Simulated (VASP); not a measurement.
Runs of VASP 6.6.1 on Na. The structure is that of space group P6_3/mmc (No. 194), or close to it. The cells are those of the table. 

| task | cell | k mesh | cutoff (eV) | gap on the mesh (eV) | pressure (GPa) |
| --- | --- | --- | --- | --- | --- |
| single point | a = 3.767, b = 3.767, c = 12.264 Å, angles 90.0, 90.0, 120.0°, 4 atoms | 12 × 12 × 4 | 520 | none | 0.0 |
| single point | a = 3.187, b = 3.187, c = 10.410 Å, angles 90.0, 90.0, 120.0°, 4 atoms | 6 × 6 × 2 | 520 | none | 9.5 |
| single point | a = 3.813, b = 3.813, c = 12.042 Å, angles 90.0, 90.0, 120.0°, 4 atoms | 6 × 6 × 2 | 520 | none | (a) |
| relaxation of cell and atoms | relaxed from a = 3.187, b = 3.187, c = 10.410 Å, angles 90.0, 90.0, 120.0°, 4 atoms | 6 × 6 × 2 | 600 | none | 0.1 |

Alike in all rows: level r2SCAN; potentials or basis VASP PAW PBE potentials, release 64 (Na_pv); no spin polarisation; smearing gaussian 0.1 eV.

Problem. Fill in the values left out.

Solution. (a) -0.1.

Caveats: some runs use coarse meshes; the PAW data sets were made with another functional, which shifts forces and pressure a little.

A gap of «none» marks levels without a gap at the run's occupations.
